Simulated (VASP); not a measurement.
# GaN (P6_3mc) in VASP: notebook, part 2 of 2

VASP 6.6.1. Earlier steps stand in the parts before.

## Step 5: Single point, PBE exchange alone

This run uses another cell than the first one, of 11.99 Å³/atom.

Input file INCAR:

```
AGGAC = 0.0 ; ALDAC = 0.0
ALGO = Normal ; EDIFF = 1E-6
ENCUT = 1330 ; GGA = PE
GGA_COMPAT = False ; ISIF = 2
ISMEAR = -1 ; LASPH = True
LCHARG = False ; LREAL = False
LWAVE = False ; NBANDS = 26
NELM = 120 ; PREC = Accurate
SIGMA = 0.05
```

Input file KPOINTS:

```
k-points
0
Gamma
  10 10 5
```

Input file POSCAR:

```
GaN
1.0
    3.2423687753      0.0000000000      0.0000000000
   -1.6211843877      2.8079737278      0.0000000000
    0.0000000000      0.0000000000      5.2673198406
Ga N
2 2
Direct
    0.6666666667      0.3333333333      0.5000000000
    0.3333333333      0.6666666667      0.0000000000
    0.6666666667      0.3333333333      0.8750000000
    0.3333333333      0.6666666667      0.3750000000
```

Potentials or basis: VASP PAW PBE potentials, release 64 (Ga_d, N_h).

Started as:

```
$ cat potpaw_PBE.64/Ga_d/POTCAR potpaw_PBE.64/N_h/POTCAR > POTCAR
$ mpirun -np 1 vasp_std > vasp.out
```

OUTCAR:

```text
EDIFF = 1E-6
   ENCUT = 1330
   GGA = PE
   ISIF = 2
   ISMEAR = -1
   LASPH = True
   LREAL = False
   NELM = 120
   PREC = Accurate

 ion  position               nearest neighbor table
   1  0.667  0.333  0.500-   3 1.98   4 1.98   4 1.98   4 1.98
   2  0.333  0.667  0.000-   4 1.98   3 1.98   3 1.98   3 1.98
   3  0.667  0.333  0.875-   1 1.98   2 1.98   2 1.98   2 1.98
   4  0.333  0.667  0.375-   2 1.98   1 1.98   1 1.98   1 1.98

  LATTYP: Found a hexagonal cell.
 ALAT       =     3.2423687753
 C/A-ratio  =     1.6245283019

  Lattice vectors:

 A1 = (   3.2423687753,   0.0000000000,   0.0000000000)
 A2 = (  -1.6211843877,   2.8079737278,   0.0000000000)
 A3 = (   0.0000000000,   0.0000000000,   5.2673198406)

Analysis of symmetry for initial positions (statically):
=====================================================================
 Subroutine PRICEL returns:
 Original cell was already a primitive cell.

 Routine SETGRP: Setting up the symmetry group for a
 hexagonal supercell.

 Subroutine GETGRP returns: Found 12 space group operations
 (whereof  6 operations were pure point group operations)
 out of a pool of 24 trial point group operations.

The static configuration has the point symmetry C_3v.
 The point group associated with its full space group is C_6v.

Analysis of symmetry for dynamics (positions and initial velocities):
=====================================================================
 Subroutine PRICEL returns:
 Original cell was already a primitive cell.

 Routine SETGRP: Setting up the symmetry group for a
 hexagonal supercell.

 Subroutine GETGRP returns: Found 12 space group operations
 (whereof  6 operations were pure point group operations)
 out of a pool of 24 trial point group operations.

The dynamic configuration has the point symmetry C_3v.
[... 120 lines left out ...]
   EFERMI_NEDOS =   21; number of points for ismear=-14 and -15
   IALGO  =     38    algorithm
   IMIX   =      4    mixing-type and parameters
     AMIX     =   0.40;   BMIX     =  1.00
     AMIX_MAG =   1.60;   BMIX_MAG =  1.00
  volume/ion in A,a.u.               =      11.99        80.91
  Fermi-wavevector in a.u.,A,eV,Ry     =   1.487855  2.811638 30.119388  2.213713
  Thomas-Fermi vector in A             =   2.600963
   LORBIT       =      0    0 simple, 1 ext, 2 COOP (PROOUT), +10 PAW based schemes
   GGA     = PE    functional components
   LHFCALC =     F    Hartree Fock is set to
   AEXX    =    0.0000 exact exchange contribution
   IVDW    =     0    specifies the selected vdW correction
   LEPSILON=     F    determine dielectric tensor
   LRPA    =     F    only Hartree local field effects (RPA)
 non-spin polarized calculation
  energy-cutoff  :     1330.00
  volume of cell :       47.96
 maximum number of plane-waves:      5312
 NGX is ok and might be reduce to    40
   NGX = 19   NGY = 19   NGZ = 31

 number of electron      36.0000001 magnetization

 Free energy of the ion-electron system (eV)
  ---------------------------------------------------
  ext. energy  EPLUGINS =         0.00000000
  ---------------------------------------------------
  free energy    TOTEN  =       -18.46345190 eV

  energy without entropy =      -18.46345190  energy(sigma->0) =      -18.46345190

 E-fermi :   7.5351     XC(G=0):  -9.6935

 val. band max:        6.6680132889   @ k =   0.0000   0.0000   0.0000
 cond. band min:       8.3296985410   @ k =   0.0000   0.0000   0.0000
 fundamental gap:      1.6616852520
 Fermi energy:         7.5350934893

 k-point     1 :       0.0000    0.0000    0.0000
  band No.  band energies     occupation
      1      -8.8638      2.00000
      2      -8.1009      2.00000
      3      -6.6845      2.00000
      4      -6.6664      2.00000
      5      -6.6664      2.00000
      6      -6.6119      2.00000
[... 685 lines left out ...]
     25      18.3921      0.00000
     26      19.5366      0.00000

 [... further k-points ...]

------------------------ aborting loop because EDIFF is reached ----------------------------------------

  FORCE on cell =-STRESS in cart. coord.  units (eV):
  Direction    XX          YY          ZZ          XY          YZ          ZX
  --------------------------------------------------------------------------------------
  -------------------------------------------------------------------------------------
  Total        4.2086504      4.2086504      4.8992376     -0.0000000      0.0000000      0.0000000
  in kB      140.6074369    140.6074369    163.6793705     -0.0000000      0.0000000      0.0000000
  external PRESSURE =     148.2980814 kB  Pullay stress =       0.0000000 kB

 VOLUME and BASIS-vectors are now :
 -----------------------------------------------------------------------------
  energy-cutoff  :     1330.00
  volume of cell :       47.96
      direct lattice vectors                 reciprocal lattice vectors
     3.242368775  0.000000000  0.000000000     0.308416491  0.178064344  0.000000000
    -1.621184388  2.807973728  0.000000000     0.000000000  0.356128688  0.000000000
     0.000000000  0.000000000  5.267319841     0.000000000  0.000000000  0.189849872

 POSITION                                       TOTAL-FORCE (eV/Angst)
 -----------------------------------------------------------------------------------
      1.62118      0.93599      2.63366        -0.000000     -0.000000     -0.116291
     -0.00000      1.87198      0.00000        -0.000000      0.000000     -0.116291
      1.62118      0.93599      4.60890        -0.000000     -0.000000      0.116291
     -0.00000      1.87198      1.97524         0.000000      0.000000      0.116291
 -----------------------------------------------------------------------------------
    total drift:                               -0.000000      0.000000      0.000266

  FREE ENERGIE OF THE ION-ELECTRON SYSTEM (eV)
  ---------------------------------------------------
  free  energy   TOTEN  =       -18.4634518971 eV

  energy  without entropy=      -18.4634518962  energy(sigma->0) =      -18.46345190
```

OSZICAR:

```text
N       E                     dE             d eps       ncg     rms          rms(c)
DAV:   1     0.421799247053E+03    0.42180E+03   -0.30066E+04  2338   0.446E+03
DAV:   2     0.537491316671E+02   -0.36805E+03   -0.34888E+03  2224   0.783E+02
DAV:   3    -0.175767441269E+02   -0.71326E+02   -0.68789E+02  2698   0.210E+02
DAV:   4    -0.227940272096E+02   -0.52173E+01   -0.51421E+01  2666   0.545E+01
DAV:   5    -0.229747240571E+02   -0.18070E+00   -0.18007E+00  2780   0.895E+00    0.117E+01
DAV:   6    -0.183519518498E+02    0.46228E+01   -0.12682E+01  3704   0.535E+01    0.289E+00
DAV:   7    -0.184645031696E+02   -0.11255E+00   -0.15007E+00  2332   0.993E+00    0.208E+00
DAV:   8    -0.184858092154E+02   -0.21306E-01   -0.25360E-01  3576   0.551E+00    0.110E+00
DAV:   9    -0.184621440955E+02    0.23665E-01   -0.81673E-02  3522   0.439E+00    0.113E-01
DAV:  10    -0.184635525190E+02   -0.14084E-02   -0.88915E-03  2662   0.950E-01    0.109E-01
DAV:  11    -0.184634611851E+02    0.91334E-04   -0.64495E-04  2760   0.444E-01    0.381E-02
DAV:  12    -0.184634575806E+02    0.36045E-05   -0.64826E-05  2586   0.738E-02    0.287E-02
DAV:  13    -0.184634533404E+02    0.42402E-05   -0.40860E-05  2486   0.561E-02    0.945E-03
DAV:  14    -0.184634519459E+02    0.13944E-05   -0.68203E-06  2668   0.460E-02    0.317E-03
DAV:  15    -0.184634518971E+02    0.48826E-07   -0.11587E-06  1334   0.240E-02
   1 F= -.18463452E+02 E0= -.18463452E+02  d E =-.958328E-09
```

stdout:

```text
POSCAR found type information on POSCAR GaN
 POSCAR found :  2 types and       4 ions
 scaLAPACK will be used
 LDA part: xc-table for (Slater+PW92), standard interpolation
 POSCAR, INCAR and KPOINTS ok, starting setup
 FFT: planning ... GRIDC
 FFT: planning ... GRID_SOFT
 FFT: planning ... GRID
 WAVECAR not read
 entering main loop
```

It took 3 min on 1 thread of Intel Xeon Platinum 8559C (Emerald Rapids), shared host; peak memory 0.4 GiB.

What came out:

| Item | Value |
| --- | --- |
| Free energy | -18.4635 eV |
| Pressure | 14.8 GPa |
| Largest force | 0.116 eV/Å |
| Band gap on the k mesh | 1.66 eV |

Forces in eV/Å, atoms in the order of the input:
```
Ga   0.000  0.000 -0.116
Ga   0.000  0.000 -0.116
N    0.000  0.000  0.116
N    0.000  0.000  0.116
```

Caveat: the cell stands under pressure.

## Step 6: Single point, PBE0

Input file POSCAR:

```
GaN
1.0
    3.1800000000      0.0000000000      0.0000000000
   -1.5900000000      2.7539607840      0.0000000000
    0.0000000000      0.0000000000      5.1660000000
Ga N
2 2
Direct
    0.6666666667      0.3333333333      0.5000000000
    0.3333333333      0.6666666667      0.0000000000
    0.6666666667      0.3333333333      0.8750000000
    0.3333333333      0.6666666667      0.3750000000
```

Input file INCAR.step1:

```
SYSTEM = GaN
ALGO = Normal ; EDIFF = 1E-5
ENCUT = 520 ; GGA = PE
ISIF = 2 ; ISMEAR = -1
LASPH = .True. ; LCHARG = .False.
LREAL = .False. ; LWAVE = .True.
NBANDS = 26 ; NELM = 100
PREC = Accurate ; SIGMA = 0.05
```

Input file INCAR.step2:

```
SYSTEM = GaN
AEXX = 0.25 ; ALGO = Normal
EDIFF = 1E-6 ; ENCUT = 520
GGA = PE ; ISIF = 2
ISMEAR = -1 ; ISTART = 1
LASPH = .True. ; LCHARG = .False.
LHFCALC = .True. ; LREAL = .False.
LWAVE = .False. ; NBANDS = 26
NELM = 100 ; PREC = Accurate
PRECFOCK = Normal ; SIGMA = 0.05
```

Input file KPOINTS:

```
k-points
0
Gamma
  5 5 3
  0 0 0
```

Potentials or basis: VASP PAW PBE potentials, release 64 (Ga_d, N).

Started as:

```
$ cat potpaw_PBE.64/Ga_d/POTCAR potpaw_PBE.64/N/POTCAR > POTCAR
$ cp INCAR.step1 INCAR
$ mpirun -np 1 vasp_std > vasp.out
$ cp INCAR.step2 INCAR
$ mpirun -np 1 vasp_std > vasp.out
```

OUTCAR:

```text
SYSTEM = GaN
   AEXX = 0.25
   EDIFF = 1E-6
   ENCUT = 520
   GGA = PE
   ISIF = 2
   ISMEAR = -1
   ISTART = 1
   LASPH = .True.
   LHFCALC = .True.
   LREAL = .False.
   NELM = 100
   PREC = Accurate
   PRECFOCK = Normal

 ion  position               nearest neighbor table
   1  0.667  0.333  0.500-   3 1.94   4 1.95   4 1.95   4 1.95
   2  0.333  0.667  0.000-   4 1.94   3 1.95   3 1.95   3 1.95
   3  0.667  0.333  0.875-   1 1.94   2 1.95   2 1.95   2 1.95
   4  0.333  0.667  0.375-   2 1.94   1 1.95   1 1.95   1 1.95

  LATTYP: Found a hexagonal cell.
 ALAT       =     3.1800000000
 C/A-ratio  =     1.6245283019

  Lattice vectors:

 A1 = (   3.1800000000,   0.0000000000,   0.0000000000)
 A2 = (  -1.5900000000,   2.7539607840,   0.0000000000)
 A3 = (   0.0000000000,   0.0000000000,   5.1660000000)

Analysis of symmetry for initial positions (statically):
=====================================================================
 Subroutine PRICEL returns:
 Original cell was already a primitive cell.

 Routine SETGRP: Setting up the symmetry group for a
 hexagonal supercell.
[... 163 lines left out ...]

  energy without entropy =      -31.37275359  energy(sigma->0) =      -31.37275359

 E-fermi :   5.3266     XC(G=0):  -9.2025

 val. band max:        4.2185557694   @ k =   0.0000   0.0000   0.0000
 cond. band min:       8.2152889607   @ k =   0.0000   0.0000   0.0000
 fundamental gap:      3.9967331913
 Fermi energy:         5.3265534878

 k-point     1 :       0.0000    0.0000    0.0000
  band No.  band energies     occupation
      1     -13.3965      2.00000
      2     -12.7196      2.00000
      3     -11.3840      2.00000
      4     -11.3627      2.00000
      5     -11.3627      2.00000
      6     -11.2996      2.00000
[... 279 lines left out ...]
     25      19.2359      0.00000
     26      20.1404      0.00000

------------------------ aborting loop because EDIFF is reached ----------------------------------------

  FORCE on cell =-STRESS in cart. coord.  units (eV):
  Direction    XX          YY          ZZ          XY          YZ          ZX
  --------------------------------------------------------------------------------------
  -------------------------------------------------------------------------------------
  Total        0.0764170      0.0764170      0.5345270      0.0000000      0.0000000     -0.0000000
  in kB        2.7062078      2.7062078     18.9295781      0.0000000      0.0000000     -0.0000000
  external PRESSURE =       8.1139979 kB  Pullay stress =       0.0000000 kB

 VOLUME and BASIS-vectors are now :
 -----------------------------------------------------------------------------
  energy-cutoff  :      520.00
  volume of cell :       45.24
      direct lattice vectors                 reciprocal lattice vectors
     3.180000000  0.000000000  0.000000000     0.314465409  0.181556688  0.000000000
    -1.590000000  2.753960784  0.000000000     0.000000000  0.363113377  0.000000000
     0.000000000  0.000000000  5.166000000     0.000000000  0.000000000  0.193573364

 POSITION                                       TOTAL-FORCE (eV/Angst)
 -----------------------------------------------------------------------------------
      1.59000      0.91799      2.58300        -0.000000      0.000000     -0.152905
     -0.00000      1.83597      0.00000         0.000000     -0.000000     -0.152905
      1.59000      0.91799      4.52025         0.000000     -0.000000      0.152905
     -0.00000      1.83597      1.93725        -0.000000      0.000000      0.152905
 -----------------------------------------------------------------------------------
    total drift:                               -0.000001     -0.000001     -0.000533

  FREE ENERGIE OF THE ION-ELECTRON SYSTEM (eV)
  ---------------------------------------------------
  free  energy   TOTEN  =       -31.3727535936 eV

  energy  without entropy=      -31.3727535936  energy(sigma->0) =      -31.37275359
```

It took 52 min on 1 thread of AMD EPYC 7R43 (Zen 3), shared host; peak memory 0.14 GiB.

What came out:

```
Free energy            : -31.3728 eV
Pressure               : 0.8 GPa
Largest force          : 0.153 eV/Å
Band gap on the k mesh : 4.00 eV
```

Forces in eV/Å, atoms in the order of the input:
```
Ga   0.000  0.000 -0.153
Ga   0.000  0.000 -0.153
N    0.000  0.000  0.153
N    0.000  0.000  0.153
```

Caveat: the k points lie up to 0.46 Å⁻¹ apart; the PAW data sets were made with another functional, which shifts forces and pressure a little.

## Step 7: Summary

```tsv
level	potentials or basis	spin	cell	k mesh	cutoff (eV)	grid for exact exchange (PRECFOCK)	share of exact exchange	screening parameter	gap on the mesh (eV)	pressure (GPa)	largest force (eV/Å)
r2SCAN+D3(BJ)	VASP PAW PBE potentials, release 64 (Ga_d, N_h)	off	a = 3.180, b = 3.180, c = 5.166 Å, angles 90.0, 90.0, 120.0°, 4 atoms, atomic positions A	10 × 10 × 5	1460	-	-	-	2.37	0.4	0.14
r2SCAN	VASP PAW PBE potentials, release 64 (Ga_d, N)	non-collinear, zero start, SOC	a = 3.242, b = 3.242, c = 5.267 Å, angles 90.0, 90.0, 120.0°, 4 atoms, atomic positions A	10 × 10 × 5	520	-	-	-	-	-8.4	0.12
HSE06	VASP PAW PBE potentials, release 64 (Ga_d, N)	off	a = 3.185, b = 3.185, c = 5.176 Å, angles 90.0, 90.0, 120.0°, 4 atoms, atomic positions B	5 × 5 × 3	520	Normal	0.25	0.2079 1/Å	3.23	0.0	-
PBE exchange alone	VASP PAW PBE potentials, release 64 (Ga_d, N_h)	off	a = 3.242, b = 3.242, c = 5.267 Å, angles 90.0, 90.0, 120.0°, 4 atoms, atomic positions A	10 × 10 × 5	1330	-	-	-	1.66	14.8	0.12
PBE0	VASP PAW PBE potentials, release 64 (Ga_d, N)	off	a = 3.180, b = 3.180, c = 5.166 Å, angles 90.0, 90.0, 120.0°, 4 atoms, atomic positions A	5 × 5 × 3	520	Normal	0.25	-	4.00	0.8	0.15
```

Alike in all rows: task single point; smearing fermi-dirac 0.05 eV.

Caveats: some runs use coarse meshes; the PAW data sets were made with another functional, which shifts forces and pressure a little (at least some runs); the cell stands under tension (at least some runs); the cell stands under pressure (at least some runs).

Absolute energies hang on the potentials; compare differences alone.

## Step 8: How close it comes

Step 2. A measured gap of GaN is 3.503 eV (direct; quoted in “Studying electronic properties in GaN without electrical contacts using γ-γ vs e−-γ Perturbed Angular Correlations”, 2019, pmc:6823545); the calculated 2.37 eV misses it by -1.13 eV. Spin-orbit coupling on Ga is left out. The value is that of r2SCAN+D3(BJ), without temperature or zero-point motion.
